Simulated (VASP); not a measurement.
A run of VASP 6.6.1:

File INCAR:

```
PREC = Accurate ; ENCUT = 520
EDIFF = 1E-8 ; ISMEAR = 0
SIGMA = 0.03 ; LREAL = F
LASPH = T ; NELM = 80
ALGO = Normal ; ISIF = 2
LWAVE = F ; LCHARG = F
GGA = CA ; IBRION = 8
NSW = 1
```

The input KPOINTS:

```
Automatic mesh
0
Gamma
  10 10 10
```

Contents of POSCAR:

```
SnTe
1.0
    0.0000000000      3.1185587808      3.1185587808
    3.1185587808      0.0000000000      3.1185587808
    3.1185587808      3.1185587808      0.0000000000
Sn Te
1 1
Direct
    0.0000000000      0.0000000000      0.0000000000
    0.5000000000      0.5000000000      0.5000000000
```

Potentials or basis: VASP PAW LDA potentials, release 64 (Sn_d, Te).

Command:

```console
$ cat potpaw_LDA.64/Sn_d/POTCAR potpaw_LDA.64/Te/POTCAR > POTCAR
$ mpirun -np 1 vasp_std > vasp.out
```

Hardware: 1 thread of Intel(R) Xeon(R) Platinum 8488C (Sapphire Rapids), on a shared host.

Question: Estimate the wall time of this run.

Answer: Wall time 3.5 min on 1 thread of Intel(R) Xeon(R) Platinum 8488C (Sapphire Rapids) (shared host), peak memory 0.38 GiB. Counts: scf iterations 43, k points 47.
